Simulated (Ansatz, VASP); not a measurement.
# La3Be4 in VASP and in Ansatz

```
La Be
1.0
     5.49846    0.00000    0.00000
     0.00000    5.49846    0.00000
     0.00000    0.00000    5.49846
La Be
3 4
Direct
  0.00000 0.00000 0.50000
  0.50000 0.00000 0.00000
  0.00000 0.50000 0.00000
  0.63331 0.63331 0.63331
  0.36669 0.36669 0.63331
  0.36669 0.63331 0.36669
  0.63331 0.36669 0.36669
```

Change from the starting cell: species swapped into the Ge3As4 type (P-43m, No. 215).

Alike in both runs: task relaxation of cell and atoms; functional PBE; k mesh 8 × 8 × 8; occupations gaussian, width 0.1 eV; no spin polarisation.

|  | VASP | Ansatz |
| --- | --- | --- |
| version | VASP 6.6.1 | Ansatz 0.2.0 |
| potentials or method | VASP PAW PBE potentials, release 64 (La, Be), cutoff 600 eV | scalar-relativistic, plane waves, PAW |
| valence electrons in the cell | 41 | 41 |

Ansatz gave:

- gap on the k mesh at the Fermi level, each at its own relaxed structure (eV): none
- relaxed volume (Å³/atom): 23.77
- relaxed cell length with the largest relative difference (Å): 5.500

Problem. Estimate VASP's values.

Solution. gap on the k mesh at the Fermi level, each at its own relaxed structure (eV): none; relaxed volume (Å³/atom): 23.75; relaxed cell length with the largest relative difference (Å): 5.498.

A gap of «none» marks a metal or a gap that the smearing closes.

Neither program's run includes spin-orbit coupling. Noted on VASP's run: the relaxation stopped at its first step, so nothing moved.
